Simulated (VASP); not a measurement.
# SiBiS (P6_3/mmc) in VASP: a series of runs

SiBiS is run at these levels: PBE; tasks: relaxation of cell and atoms, single point.

Program: VASP 6.6.1. These are calculated values, not measurements. Logs are shortened: lines on timing, memory, paths and dates and some standing lists are left out, and cuts for length are marked.

## (1) The cell of the first run

It takes space group P6_3/mmc (No. 194, hexagonal). Conventional cell: a = 5.137 Å, b = 5.137 Å, c = 5.593 Å, α = 90.00°, β = 90.00°, γ = 120.00°. Within 3.7 Å of Si (site symmetry -6m2) lie 5 Bi at 2.80 to 2.97 Å and 6 S at 3.28 Å. Bi (site symmetry -6m2) has 5 Si at 2.80 to 2.97 Å and 6 S at 3.28 Å within 3.7 Å. Within 3.7 Å of S (site symmetry -3m) lie 2 S at 2.80 Å and 6 Si at 3.28 Å and 6 Bi at 3.28 Å.

## (2) Relaxation of cell and atoms, PBE

INCAR reads:

```
ALGO = Normal
EDIFF = 1E-7
EDIFFG = -0.04
ENCUT = 600
GGA = PE
IBRION = 2
ISIF = 3
ISMEAR = 0
LASPH = T
LCHARG = F
LREAL = F
LWAVE = F
NELM = 60
NSW = 90
PREC = Accurate
SIGMA = 0.1
```

KPOINTS reads:

```
k-points
0
Gamma
  6 6 4
```

POSCAR reads:

```
SiBiS
1.0
    5.1368771796      0.0000000000      0.0000000000
   -2.5684385898      4.4486661336      0.0000000000
    0.0000000000      0.0000000000      5.5934393734
Si Bi S
2 2 2
Direct
    0.3333333333      0.6666666667      0.7500000000
    0.6666666667      0.3333333333      0.2500000000
    0.3333333333      0.6666666667      0.2500000000
    0.6666666667      0.3333333333      0.7500000000
    0.0000000000      0.0000000000      0.0000000000
    0.0000000000      0.0000000000      0.5000000000
```

Potentials or basis: VASP PAW PBE potentials, release 64 (Si, Bi_d, S).

Run with:

```
cat potpaw_PBE.64/Si/POTCAR potpaw_PBE.64/Bi_d/POTCAR potpaw_PBE.64/S/POTCAR > POTCAR
mpirun -np 1 vasp_std > vasp.out
```

OUTCAR:

```text
EDIFF = 1E-7
   EDIFFG = -0.04
   ENCUT = 600
   GGA = PE
   IBRION = 2
   ISIF = 3
   ISMEAR = 0
   LASPH = T
   LREAL = F
   NELM = 60
   NSW = 90
   PREC = Accurate

 ion  position               nearest neighbor table
   1  0.333  0.667  0.750-   3 2.80   3 2.80   4 2.97   4 2.97   4 2.97
   2  0.667  0.333  0.250-   4 2.80   4 2.80   3 2.97   3 2.97   3 2.97
   3  0.333  0.667  0.250-   1 2.80   1 2.80   2 2.97   2 2.97   2 2.97   5 3.28   6 3.28   6 3.28
                             5 3.28   6 3.28   5 3.28
   4  0.667  0.333  0.750-   2 2.80   2 2.80   1 2.97   1 2.97   1 2.97   5 3.28   6 3.28   5 3.28
                             6 3.28   5 3.28   6 3.28
   5  0.000  0.000  0.000-   3 3.28   4 3.28   3 3.28   4 3.28   4 3.28   3 3.28
   6  0.000  0.000  0.500-   3 3.28   4 3.28   3 3.28   4 3.28   4 3.28   3 3.28

  LATTYP: Found a hexagonal cell.
 ALAT       =     5.1368771796
 C/A-ratio  =     1.0888793284

  Lattice vectors:

 A1 = (   5.1368771796,   0.0000000000,   0.0000000000)
 A2 = (  -2.5684385898,   4.4486661336,   0.0000000000)
 A3 = (   0.0000000000,   0.0000000000,   5.5934393734)

Analysis of symmetry for initial positions (statically):
=====================================================================
 Subroutine PRICEL returns:
 Original cell was already a primitive cell.

 Routine SETGRP: Setting up the symmetry group for a
 hexagonal supercell.

 Subroutine GETGRP returns: Found 24 space group operations
 (whereof 12 operations were pure point group operations)
 out of a pool of 24 trial point group operations.

The static configuration has the point symmetry D_3d.
 The point group associated with its full space group is D_6h.

Analysis of symmetry for dynamics (positions and initial velocities):
=====================================================================
 Subroutine PRICEL returns:
 Original cell was already a primitive cell.

 Routine SETGRP: Setting up the symmetry group for a
 hexagonal supercell.

 Subroutine GETGRP returns: Found 24 space group operations
 (whereof 12 operations were pure point group operations)
 out of a pool of 24 trial point group operations.

The dynamic configuration has the point symmetry D_3d.
 The point group associated with its full space group is D_6h.

 Subroutine INISYM returns: Found 24 space group operations
 (whereof 12 operations are pure point group operations),
 and found     1 'primitive' translations

----------------------------------------------------------------------------------------

                                     Primitive cell

  volume of cell :     127.8227

  direct lattice vectors                    reciprocal lattice vectors
     5.136877180  0.000000000  0.000000000     0.194670802  0.112393240  0.000000000
    -2.568438590  4.448666134  0.000000000     0.000000000  0.224786480  0.000000000
     0.000000000  0.000000000  5.593439373     0.000000000  0.000000000  0.178780878

  length of vectors
     5.136877180  5.136877180  5.593439373     0.224786480  0.224786480  0.178780878

  position of ions in fractional coordinates (direct lattice)
     0.333333333  0.666666667  0.750000000
     0.666666667  0.333333333  0.250000000
     0.333333333  0.666666667  0.250000000
     0.666666667  0.333333333  0.750000000
     0.000000000  0.000000000  0.000000000
     0.000000000  0.000000000  0.500000000

  ion indices of the primitive-cell ions
   primitive index   ion index
                 1           1
                 2           2
                 3           3
                 4           4
                 5           5
                 6           6

----------------------------------------------------------------------------------------

 KPOINTS: k-points

Automatic generation of k-mesh.
 Grid dimensions read from file:
 generate k-points for:    6    6    4

 Generating k-lattice:

  Cartesian coordinates                     Fractional coordinates (reciprocal lattice)
     0.032445134  0.018732207  0.000000000     0.166666667  0.000000000  0.000000000
     0.000000000  0.037464413  0.000000000     0.000000000  0.166666667  0.000000000
     0.000000000  0.000000000  0.044695219     0.000000000  0.000000000  0.250000000

  Length of vectors
     0.037464413  0.037464413  0.044695219

  Shift w.r.t. Gamma in fractional coordinates (k-lattice)
     0.000000000  0.000000000  0.000000000

 Subroutine IBZKPT returns following result:
 ===========================================

 Found     21 irreducible k-points:

 Following reciprocal coordinates:
            Coordinates               Weight
  0.000000  0.000000  0.000000      1.000000
  0.166667 -0.000000  0.000000      6.000000
  0.333333 -0.000000  0.000000      6.000000
  0.500000 -0.000000  0.000000      3.000000
  0.166667  0.166667  0.000000      6.000000
  0.333333  0.166667  0.000000     12.000000
[... 13 lines left out ...]
  0.333333  0.166667  0.500000     12.000000
  0.333333  0.333333  0.500000      2.000000
   k-points           NKPTS =     21   k-points in BZ     NKDIM =     21   number of bands    NBANDS=     30
   number of dos      NEDOS =    301   number of ions     NIONS =      6
   total plane-waves  NPLWV =  84672
   dimension x,y,z NGX =    42 NGY =   42 NGZ =   48
   dimension x,y,z NGXF=    84 NGYF=   84 NGZF=   96
   ions per type =               2   2   2
   NGX,Y,Z   is equivalent  to a cutoff of  13.59, 13.59, 14.27 a.u.
   NGXF,Y,Z  is equivalent  to a cutoff of  27.19, 27.19, 28.53 a.u.
 SYSTEM =  unknown system
   PREC   = accura    normal or accurate (medium, high low for compatibility)
   ISTART =      0    job   : 0-new  1-cont  2-samecut
   ICHARG =      2    charge: 1-file 2-atom 10-const
   ISPIN  =      1    spin polarized calculation?
   LNONCOLLINEAR =      F non collinear calculations
   LSORBIT =      F    spin-orbit coupling
   LASPH  =      T    aspherical Exc in radial PAW
   ENCUT  =  600.0 eV  44.10 Ry    6.64 a.u.  10.26 10.26 11.17*2*pi/ulx,y,z
   NELM   =     60;   NELMIN=  2; NELMDL= -5     # of ELM steps
   EDIFF  = 0.1E-06   stopping-criterion for ELM
   LREAL  =      F    real-space projection
   EDIFFG = -.4E-01   stopping-criterion for IOM
   NSW    =     90    number of steps for IOM
   IBRION =      2    ionic relax: 0-MD 1-quasi-New 2-CG
   NFREE  =      1    steps in history (QN), initial steepest desc. (CG)
   ISIF   =      3    stress and relaxation
   ISYM   =      2    0-nonsym 1-usesym 2-fastsym
   POTIM  = 0.5000    time-step for ionic-motion
   TEBEG  =    0.0;   TEEND  =   0.0 temperature during run
   PSTRESS=    0.0 pullay stress
   NELECT =      50.0000    total number of electrons
   NUPDOWN=      -1.0000    fix difference up-down
   EMIN   =  10.00;   EMAX   =-10.00  energy-range for DOS
   EFERMI =   0.00;   METHOD = LEGACY
   ISMEAR =     0;   SIGMA  =   0.10  broadening in eV -4-tet -1-fermi 0-gaus
   EFERMI_NEDOS =   21; number of points for ismear=-14 and -15
   IALGO  =     38    algorithm
   IMIX   =      4    mixing-type and parameters
     AMIX     =   0.40;   BMIX     =  1.00
     AMIX_MAG =   1.60;   BMIX_MAG =  1.00
  volume/ion in A,a.u.               =      21.30       143.77
  Fermi-wavevector in a.u.,A,eV,Ry     =   1.197279  2.262530 19.503653  1.433478
  Thomas-Fermi vector in A             =   2.333198
   LORBIT       =      0    0 simple, 1 ext, 2 COOP (PROOUT), +10 PAW based schemes
   GGA     = PE    functional components
   LHFCALC =     F    Hartree Fock is set to
   AEXX    =    0.0000 exact exchange contribution
   IVDW    =     0    specifies the selected vdW correction
   LEPSILON=     F    determine dielectric tensor
   LRPA    =     F    only Hartree local field effects (RPA)
 conjugate gradient relaxation of ions
 non-spin polarized calculation
 Gauss-broadening in eV      SIGMA  =   0.10
  energy-cutoff  :      600.00
  volume of cell :      127.82
 maximum number of plane-waves:      4284
 NGX is ok and might be reduce to    42
   NGX = 21   NGY = 21   NGZ = 23

--------------------------------------- Ionic step        1  -------------------------------------------

 number of electron      49.9999995 magnetization

 Free energy of the ion-electron system (eV)
  ---------------------------------------------------
  ext. energy  EPLUGINS =         0.00000000
  ---------------------------------------------------
  free energy    TOTEN  =       -23.35337371 eV

  energy without entropy =      -23.32967016  energy(sigma->0) =      -23.34152194

------------------------ aborting loop because EDIFF is reached ----------------------------------------

  FORCE on cell =-STRESS in cart. coord.  units (eV):
  Direction    XX          YY          ZZ          XY          YZ          ZX
  --------------------------------------------------------------------------------------
  -------------------------------------------------------------------------------------
  Total        0.8295798      0.8295798      0.4606053      0.0000000     -0.0000000      0.0000000
  in kB       10.3982629     10.3982629      5.7733989      0.0000000     -0.0000000      0.0000000
  external PRESSURE =       8.8566416 kB  Pullay stress =       0.0000000 kB
[... 145 lines left out ...]
  energy  without entropy=      -23.3392643199  energy(sigma->0) =      -23.34941831

--------------------------------------- Ionic step        5  -------------------------------------------

 number of electron      50.0000001 magnetization

 Free energy of the ion-electron system (eV)
  ---------------------------------------------------
  ext. energy  EPLUGINS =         0.00000000
  ---------------------------------------------------
  free energy    TOTEN  =       -23.35997495 eV

  energy without entropy =      -23.34100973  energy(sigma->0) =      -23.35049234

 E-fermi :   7.4478     XC(G=0): -10.4970

 val. band max:        7.3859369731   @ k =   0.5000  -0.0000   0.2500
 cond. band min:       7.4647514429   @ k =   0.5000  -0.0000   0.2500
 fundamental gap:      0.0788144697
 Fermi energy:         7.4478399662

 k-point     1 :       0.0000    0.0000    0.0000
  band No.  band energies     occupation
      1     -15.4680      2.00000
      2     -15.4396      2.00000
      3     -15.4193      2.00000
      4     -15.4193      2.00000
      5     -15.4169      2.00000
      6     -15.4169      2.00000
[... 715 lines left out ...]
  FREE ENERGIE OF THE ION-ELECTRON SYSTEM (eV)
  ---------------------------------------------------
  free  energy   TOTEN  =       -23.3599749465 eV

  energy  without entropy=      -23.3410097350  energy(sigma->0) =      -23.35049234

 reached required accuracy - stopping structural energy minimisation
```

Run time: 3.6 min. Hardware: 1 thread of AMD EPYC 9R45 (Zen 5), shared host; peak memory 0.31 GiB.

What came out:

```yaml
Free_energy: -23.3600 eV
Relaxed_volume: 21.62 Å³/atom
Relaxed_cell: a = 5.179 Å, b = 5.179 Å, c = 5.585 Å, α = 90.00°, β = 90.00°, γ = 120.00°
Space_group_after_relaxing_to_0.05_Å: P6_3/mmc (No. 194)
Energy_gained_by_relaxing: 1.1 meV/atom
Ionic_steps: 5
Pressure_after_relaxing: 0.0 GPa
Band_gap_on_the_k_mesh: zero (band 25 reaches 8.21 eV, above the bottom of band 26 at 5.14 eV)
```

Step by step:
| step | energy change (eV) | largest force (eV/Å) | pressure (GPa) | volume (Å³) |
| --- | --- | --- | --- | --- |
| 1 | 0.0000 | 0.0000 | 0.89 | 127.82 |
| 2 | -0.0050 | 0.0000 | -0.25 | 130.01 |
| 3 | -0.0053 | 0.0000 | -0.06 | 129.64 |
| 4 | -0.0062 | 0.0000 | -0.06 | 129.67 |
| 5 | -0.0066 | 0.0000 | -0.05 | 129.70 |

Final structure:
```
Si Bi S
1.0
     5.17854    0.00000    0.00000
    -2.58927    4.48474    0.00000
     0.00000    0.00000    5.58459
Si Bi S
2 2 2
Direct
  0.33333 0.66667 0.75000
  0.66667 0.33333 0.25000
  0.33333 0.66667 0.25000
  0.66667 0.33333 0.75000
  0.00000 0.00000 0.00000
  0.00000 0.00000 0.50000
```

Caveat: spin-orbit coupling is left out, which moves the levels of the heavy elements.

## (3) Single point, PBE

This run uses another cell than the first one, of 21.43 Å³/atom, 1.006 times its volume.

INCAR reads:

```
PREC     = Accurate       # precision mode
ENCUT    = 520            # plane-wave cutoff, eV
EDIFF    = 1E-6           # SCF threshold, eV
ISMEAR   = 0              # smearing method
SIGMA    = 0.1            # smearing width, eV
LREAL    = False          # projectors in reciprocal space
LASPH    = True           # aspherical terms in the spheres
NELM     = 60             # most SCF steps
ALGO     = Normal         # electronic algorithm
ISIF     = 2              # what is computed and relaxed
LWAVE    = False          # write WAVECAR
LCHARG   = False          # write CHGCAR
GGA      = PE             # functional
NBANDS   = 34             # bands
```

KPOINTS reads:

```
regular mesh
0
Gamma
  12 12 8
```

POSCAR, as its differences from that of step 2:

```diff
@@ -2,5 +2,5 @@
 1.0
-    5.1368771796      0.0000000000      0.0000000000
-   -2.5684385898      4.4486661336      0.0000000000
-    0.0000000000      0.0000000000      5.5934393734
+    4.9891473533      0.0000000000      0.0000000000
+   -2.4945736767      4.3207283512      0.0000000000
+    0.0000000000      0.0000000000      5.9645362158
 Si Bi S
```

Potentials or basis: VASP PAW PBE potentials, release 64 (Si, Bi_d, S).

Run with:

```
cat potpaw_PBE.64/Si/POTCAR potpaw_PBE.64/Bi_d/POTCAR potpaw_PBE.64/S/POTCAR > POTCAR
mpirun -np 1 vasp_std > vasp.out
```

OUTCAR:

```text
PREC = Accurate
   ENCUT = 520
   EDIFF = 1E-6
   ISMEAR = 0
   LREAL = False
   LASPH = True
   NELM = 60
   ISIF = 2
   GGA = PE

 ion  position               nearest neighbor table
   1  0.333  0.667  0.750-   4 2.88   4 2.88   4 2.88   3 2.98   3 2.98
   2  0.667  0.333  0.250-   3 2.88   3 2.88   3 2.88   4 2.98   4 2.98
   3  0.333  0.667  0.250-   2 2.88   2 2.88   2 2.88   1 2.98   1 2.98   5 3.24   6 3.24   6 3.24
                             5 3.24   6 3.24   5 3.24
   4  0.667  0.333  0.750-   1 2.88   1 2.88   1 2.88   2 2.98   2 2.98   5 3.24   6 3.24   5 3.24
                             6 3.24   5 3.24   6 3.24
[... 1101 lines left out ...]
  Total       -0.0553315     -0.0553315     -0.0309988      0.0000000     -0.0000000      0.0000000
  in kB       -0.6894823     -0.6894823     -0.3862734      0.0000000     -0.0000000      0.0000000
  external PRESSURE =      -0.5884127 kB  Pullay stress =       0.0000000 kB

 VOLUME and BASIS-vectors are now :
 -----------------------------------------------------------------------------
  energy-cutoff  :      520.00
  volume of cell :      128.58
      direct lattice vectors                 reciprocal lattice vectors
     4.989147353  0.000000000  0.000000000     0.200435050  0.115721230  0.000000000
    -2.494573677  4.320728351  0.000000000     0.000000000  0.231442460  0.000000000
     0.000000000  0.000000000  5.964536216     0.000000000  0.000000000  0.167657629

 POSITION                                       TOTAL-FORCE (eV/Angst)
 -----------------------------------------------------------------------------------
     -0.00000      2.88049      4.47340        -0.000000      0.000000      0.000000
      2.49457      1.44024      1.49113         0.000000      0.000000      0.000000
     -0.00000      2.88049      1.49113         0.000000     -0.000000      0.000000
      2.49457      1.44024      4.47340        -0.000000     -0.000000     -0.000000
      0.00000      0.00000      0.00000        -0.000000      0.000000      0.000000
      0.00000      0.00000      2.98227        -0.000000      0.000000      0.000000
 -----------------------------------------------------------------------------------
    total drift:                               -0.000000     -0.000000     -0.000000

  FREE ENERGIE OF THE ION-ELECTRON SYSTEM (eV)
  ---------------------------------------------------
  free  energy   TOTEN  =       -23.4851265784 eV

  energy  without entropy=      -23.4708520302  energy(sigma->0) =      -23.47798930
```

stdout:

```text
POSCAR found type information on POSCAR SiBiS
 POSCAR found :  3 types and       6 ions
 scaLAPACK will be used
 LDA part: xc-table for (Slater+PW92), standard interpolation
 POSCAR, INCAR and KPOINTS ok, starting setup
 FFT: planning ... GRIDC
 FFT: planning ... GRID_SOFT
 FFT: planning ... GRID
 WAVECAR not read
 entering main loop
```

It took 3.7 min on 1 thread of AMD EPYC 9R45 (Zen 5), shared host; peak memory 0.47 GiB.

What came out:

```
Free energy            : -23.4851 eV
Pressure               : -0.1 GPa
Band gap on the k mesh : zero (band 25 reaches 8.22 eV, above the bottom of band 26 at 5.22 eV)
```

Caveat: spin-orbit coupling is left out, which moves the levels of the heavy elements.
